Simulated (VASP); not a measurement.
# Pb (P6_3/mmc) in VASP: further runs

Runs on Pb. Level: RPBE. Tasks: single point.

Program: VASP 6.6.1. These are calculated values, not measurements. Logs are shortened: lines on timing, memory, paths and dates and some standing lists are left out, and cuts for length are marked.

## (1) The cell of the first run

It takes space group P6_3/mmc (No. 194, hexagonal). The conventional cell has a = 3.452 Å, b = 3.452 Å, c = 5.660 Å, α = 90.00°, β = 90.00°, γ = 120.00°. Within 4.5 Å of Pb (site symmetry -6m2) lie 12 Pb at 3.45 to 3.46 Å.

## (2) Single point, RPBE (volume scaled by 0.88)

File INCAR:

```
SYSTEM = Pb
PREC = Accurate
ENCUT = 520
EDIFF = 1E-6
ISMEAR = -1
SIGMA = 0.1
LREAL = .False.
LASPH = .True.
NELM = 60
ALGO = Normal
ISIF = 2
LWAVE = .False.
LCHARG = .False.
GGA = RP
NBANDS = 21
```

File KPOINTS:

```
Automatic mesh
0
Gamma
  11 11 6
  0 0 0
```

File POSCAR:

```
Pb
1.0
    3.4522711304      0.0000000000      0.0000000000
   -1.7261355652      2.9897544996      0.0000000000
    0.0000000000      0.0000000000      5.6595485869
Pb
2
Direct
    0.3333333333      0.6666666667      0.2500000000
    0.6666666667      0.3333333333      0.7500000000
```

Potentials or basis: VASP PAW PBE potentials, release 64 (Pb_d).

Command:

```console
> cat potpaw_PBE.64/Pb_d/POTCAR > POTCAR
> mpirun -np 1 vasp_std > vasp.out
```

OUTCAR:

```text
SYSTEM = Pb
   PREC = Accurate
   ENCUT = 520
   EDIFF = 1E-6
   ISMEAR = -1
   LREAL = .False.
   LASPH = .True.
   NELM = 60
   ISIF = 2
   GGA = RP

 ion  position               nearest neighbor table
   1  0.333  0.667  0.250-   2 3.46   2 3.46   2 3.46   2 3.46   2 3.46   2 3.46
   2  0.667  0.333  0.750-   1 3.46   1 3.46   1 3.46   1 3.46   1 3.46   1 3.46

  LATTYP: Found a hexagonal cell.
 ALAT       =     3.4522711304
 C/A-ratio  =     1.6393696709

  Lattice vectors:

 A1 = (   3.4522711304,   0.0000000000,   0.0000000000)
 A2 = (  -1.7261355652,   2.9897544996,   0.0000000000)
 A3 = (   0.0000000000,   0.0000000000,   5.6595485869)

Analysis of symmetry for initial positions (statically):
=====================================================================
 Subroutine PRICEL returns:
 Original cell was already a primitive cell.

 Routine SETGRP: Setting up the symmetry group for a
 hexagonal supercell.

 Subroutine GETGRP returns: Found 24 space group operations
 (whereof 12 operations were pure point group operations)
 out of a pool of 24 trial point group operations.

The static configuration has the point symmetry D_3d.
 The point group associated with its full space group is D_6h.

Analysis of symmetry for dynamics (positions and initial velocities):
=====================================================================
 Subroutine PRICEL returns:
 Original cell was already a primitive cell.

 Routine SETGRP: Setting up the symmetry group for a
 hexagonal supercell.

 Subroutine GETGRP returns: Found 24 space group operations
 (whereof 12 operations were pure point group operations)
 out of a pool of 24 trial point group operations.

The dynamic configuration has the point symmetry D_3d.
 The point group associated with its full space group is D_6h.

 Subroutine INISYM returns: Found 24 space group operations
 (whereof 12 operations are pure point group operations),
 and found     1 'primitive' translations

----------------------------------------------------------------------------------------

                                     Primitive cell

  volume of cell :      58.4147

  direct lattice vectors                    reciprocal lattice vectors
     3.452271130  0.000000000  0.000000000     0.289664387  0.167237812  0.000000000
    -1.726135565  2.989754500  0.000000000     0.000000000  0.334475623  0.000000000
     0.000000000  0.000000000  5.659548587     0.000000000  0.000000000  0.176692537

  length of vectors
     3.452271130  3.452271130  5.659548587     0.334475623  0.334475623  0.176692537

  position of ions in fractional coordinates (direct lattice)
     0.333333333  0.666666667  0.250000000
     0.666666667  0.333333333  0.750000000

  ion indices of the primitive-cell ions
   primitive index   ion index
                 1           1
                 2           2

----------------------------------------------------------------------------------------

 KPOINTS: Automatic mesh

Automatic generation of k-mesh.
 Grid dimensions read from file:
 generate k-points for:   11   11    6

 Generating k-lattice:

  Cartesian coordinates                     Fractional coordinates (reciprocal lattice)
     0.026333126  0.015203437  0.000000000     0.090909091 -0.000000000  0.000000000
     0.000000000  0.030406875  0.000000000     0.000000000  0.090909091  0.000000000
     0.000000000  0.000000000  0.029448756     0.000000000  0.000000000  0.166666667

  Length of vectors
     0.030406875  0.030406875  0.029448756

  Shift w.r.t. Gamma in fractional coordinates (k-lattice)
     0.000000000  0.000000000  0.000000000

 Subroutine IBZKPT returns following result:
 ===========================================

 Found     64 irreducible k-points:

 Following reciprocal coordinates:
            Coordinates               Weight
  0.000000  0.000000  0.000000      1.000000
  0.090909 -0.000000  0.000000      6.000000
  0.181818 -0.000000  0.000000      6.000000
  0.272727 -0.000000  0.000000      6.000000
  0.363636  0.000000  0.000000      6.000000
  0.454545 -0.000000  0.000000      6.000000
[... 16 lines left out ...]
  0.090909  0.090909  0.166667     12.000000
  0.181818  0.090909  0.166667     24.000000
 [... further k-points ...]
   k-points           NKPTS =     64   k-points in BZ     NKDIM =     64   number of bands    NBANDS=     21
   number of dos      NEDOS =    301   number of ions     NIONS =      2
   total plane-waves  NPLWV =  32928
   dimension x,y,z NGX =    28 NGY =   28 NGZ =   42
   dimension x,y,z NGXF=    56 NGYF=   56 NGZF=   84
   ions per type =               2
   NGX,Y,Z   is equivalent  to a cutoff of  13.48, 13.48, 12.34 a.u.
   NGXF,Y,Z  is equivalent  to a cutoff of  26.97, 26.97, 24.67 a.u.
 SYSTEM =  Pb
   PREC   = accura    normal or accurate (medium, high low for compatibility)
   ISTART =      0    job   : 0-new  1-cont  2-samecut
   ICHARG =      2    charge: 1-file 2-atom 10-const
   ISPIN  =      1    spin polarized calculation?
   LNONCOLLINEAR =      F non collinear calculations
   LSORBIT =      F    spin-orbit coupling
   LASPH  =      T    aspherical Exc in radial PAW
   ENCUT  =  520.0 eV  38.22 Ry    6.18 a.u.   6.42  6.42 10.52*2*pi/ulx,y,z
   NELM   =     60;   NELMIN=  2; NELMDL= -5     # of ELM steps
   EDIFF  = 0.1E-05   stopping-criterion for ELM
   LREAL  =      F    real-space projection
   EDIFFG = 0.1E-04   stopping-criterion for IOM
   NSW    =      0    number of steps for IOM
   IBRION =     -1    ionic relax: 0-MD 1-quasi-New 2-CG
   NFREE  =      0    steps in history (QN), initial steepest desc. (CG)
   ISIF   =      2    stress and relaxation
   ISYM   =      2    0-nonsym 1-usesym 2-fastsym
   POTIM  = 0.5000    time-step for ionic-motion
   TEBEG  =    0.0;   TEEND  =   0.0 temperature during run
   PSTRESS=    0.0 pullay stress
   NELECT =      28.0000    total number of electrons
   NUPDOWN=      -1.0000    fix difference up-down
   EMIN   =  10.00;   EMAX   =-10.00  energy-range for DOS
   EFERMI =   0.00;   METHOD = LEGACY
   ISMEAR =    -1;   SIGMA  =   0.10  broadening in eV -4-tet -1-fermi 0-gaus
   EFERMI_NEDOS =   21; number of points for ismear=-14 and -15
   IALGO  =     38    algorithm
   IMIX   =      4    mixing-type and parameters
     AMIX     =   0.40;   BMIX     =  1.00
     AMIX_MAG =   1.60;   BMIX_MAG =  1.00
  volume/ion in A,a.u.               =      29.21       197.10
  Fermi-wavevector in a.u.,A,eV,Ry     =   1.281209  2.421135 22.333928  1.641497
  Thomas-Fermi vector in A             =   2.413592
   LORBIT       =      0    0 simple, 1 ext, 2 COOP (PROOUT), +10 PAW based schemes
   GGA     = RP    functional components
   LHFCALC =     F    Hartree Fock is set to
   AEXX    =    0.0000 exact exchange contribution
   IVDW    =     0    specifies the selected vdW correction
   LEPSILON=     F    determine dielectric tensor
   LRPA    =     F    only Hartree local field effects (RPA)
 non-spin polarized calculation
  energy-cutoff  :      520.00
  volume of cell :       58.41
 maximum number of plane-waves:      1599
 NGX is ok and might be reduce to    28
   NGX = 13   NGY = 13   NGZ = 21

 number of electron      28.0000008 magnetization

 Free energy of the ion-electron system (eV)
  ---------------------------------------------------
  ext. energy  EPLUGINS =         0.00000000
  ---------------------------------------------------
  free energy    TOTEN  =        -6.22978447 eV

  energy without entropy =       -6.20070183  energy(sigma->0) =       -6.21524315

 E-fermi :   7.7840     XC(G=0): -10.2732

 val. band max:        7.6592202149   @ k =   0.2727   0.1818   0.1667
 cond. band min:       7.8772639476   @ k =   0.1818   0.1818   0.3333
 fundamental gap:      0.2180437327
 Fermi energy:         7.7839915343

 k-point     1 :       0.0000    0.0000    0.0000
  band No.  band energies     occupation
      1      -9.3800      2.00000
      2      -9.3442      2.00000
      3      -9.3217      2.00000
      4      -9.3217      2.00000
      5      -9.2984      2.00000
      6      -9.2984      2.00000
[... 13 lines left out ...]
     20      16.9825      0.00000
     21      19.4027      0.00000

 k-point     2 :       0.0909   -0.0000    0.0000
  band No.  band energies     occupation
      1      -9.3758      2.00000
      2      -9.3482      2.00000
      3      -9.3071      2.00000
      4      -9.3001      2.00000
      5      -9.2929      2.00000
      6      -9.2776      2.00000
[... 13 lines left out ...]
     20      17.7770      0.00000
     21      18.6413      0.00000

 k-point     3 :       0.1818   -0.0000    0.0000
  band No.  band energies     occupation
      1      -9.4040      2.00000
      2      -9.3248      2.00000
      3      -9.3010      2.00000
      4      -9.2781      2.00000
      5      -9.2655      2.00000
      6      -9.2417      2.00000
[... 13 lines left out ...]
     20      17.7001      0.00000
     21      18.6379      0.00000

 k-point     4 :       0.2727   -0.0000    0.0000
  band No.  band energies     occupation
      1      -9.4460      2.00000
      2      -9.3324      2.00000
      3      -9.3228      2.00000
      4      -9.2903      2.00000
      5      -9.2605      2.00000
      6      -9.1677      2.00000
[... 13 lines left out ...]
     20      17.0723      0.00000
     21      18.5491      0.00000

 k-point     5 :       0.3636    0.0000    0.0000
  band No.  band energies     occupation
      1      -9.4830      2.00000
      2      -9.3676      2.00000
      3      -9.3502      2.00000
      4      -9.3115      2.00000
      5      -9.2174      2.00000
      6      -9.1873      2.00000
[... 13 lines left out ...]
     20      16.5324      0.00000
     21      18.3251      0.00000
[... 382 lines left out ...]
     20      15.8462      0.00000
     21      17.9071      0.00000

 k-point    22 :       0.4545   -0.0000    0.1667
  band No.  band energies     occupation
      1      -9.4946      2.00000
      2      -9.4100      2.00000
      3      -9.3667      2.00000
      4      -9.3057      2.00000
      5      -9.2485      2.00000
      6      -9.1608      2.00000
[... 13 lines left out ...]
     20      15.6167      0.00000
     21      18.8953      0.00000

 k-point    23 :       0.0909    0.0909    0.1667
  band No.  band energies     occupation
      1      -9.3702      2.00000
      2      -9.3571      2.00000
      3      -9.3170      2.00000
      4      -9.2922      2.00000
      5      -9.2728      2.00000
      6      -9.2534      2.00000
[... 13 lines left out ...]
     20      17.3118      0.00000
     21      18.3360      0.00000

 k-point    24 :       0.1818    0.0909    0.1667
  band No.  band energies     occupation
      1      -9.4002      2.00000
      2      -9.3433      2.00000
      3      -9.3243      2.00000
      4      -9.2812      2.00000
      5      -9.2695      2.00000
      6      -9.2162      2.00000
[... 13 lines left out ...]
     20      17.0837      0.00000
     21      17.5258      0.00000

 [... further k-points ...]

------------------------ aborting loop because EDIFF is reached ----------------------------------------

  FORCE on cell =-STRESS in cart. coord.  units (eV):
  Direction    XX          YY          ZZ          XY          YZ          ZX
  --------------------------------------------------------------------------------------
  -------------------------------------------------------------------------------------
  Total        2.0277293      2.0277293      2.1747416      0.0000000     -0.0000000      0.0000000
  in kB       55.6158186     55.6158186     59.6480202      0.0000000     -0.0000000      0.0000000
  external PRESSURE =      56.9598858 kB  Pullay stress =       0.0000000 kB

 VOLUME and BASIS-vectors are now :
 -----------------------------------------------------------------------------
  energy-cutoff  :      520.00
  volume of cell :       58.41
      direct lattice vectors                 reciprocal lattice vectors
     3.452271130  0.000000000  0.000000000     0.289664387  0.167237812  0.000000000
    -1.726135565  2.989754500  0.000000000     0.000000000  0.334475623  0.000000000
     0.000000000  0.000000000  5.659548587     0.000000000  0.000000000  0.176692537

 POSITION                                       TOTAL-FORCE (eV/Angst)
 -----------------------------------------------------------------------------------
     -0.00000      1.99317      1.41489        -0.000000      0.000000      0.000000
      1.72614      0.99658      4.24466         0.000000     -0.000000      0.000000
 -----------------------------------------------------------------------------------
    total drift:                               -0.000000      0.000000     -0.000000

  FREE ENERGIE OF THE ION-ELECTRON SYSTEM (eV)
  ---------------------------------------------------
  free  energy   TOTEN  =        -6.2297844692 eV

  energy  without entropy=       -6.2007018304  energy(sigma->0) =       -6.21524315
```

Run time: 35 s. Hardware: 1 thread of Intel Xeon 6975P-C (Granite Rapids), shared host; peak memory 0.21 GiB.

Results:

* Free energy: -6.2298 eV
* Pressure: 5.7 GPa
* Band gap on the k mesh: zero (band 14 reaches 13.79 eV, above the bottom of band 15 at 6.13 eV)

Stress tensor (GPa, compression positive):
```
5.56 0.00 0.00
0.00 5.56 0.00
0.00 0.00 5.96
```

Caveat: the PAW data sets were made with another functional, which shifts forces and pressure a little; spin-orbit coupling is left out, which moves the levels of the heavy elements.

(Continued in part 2 of 2.)
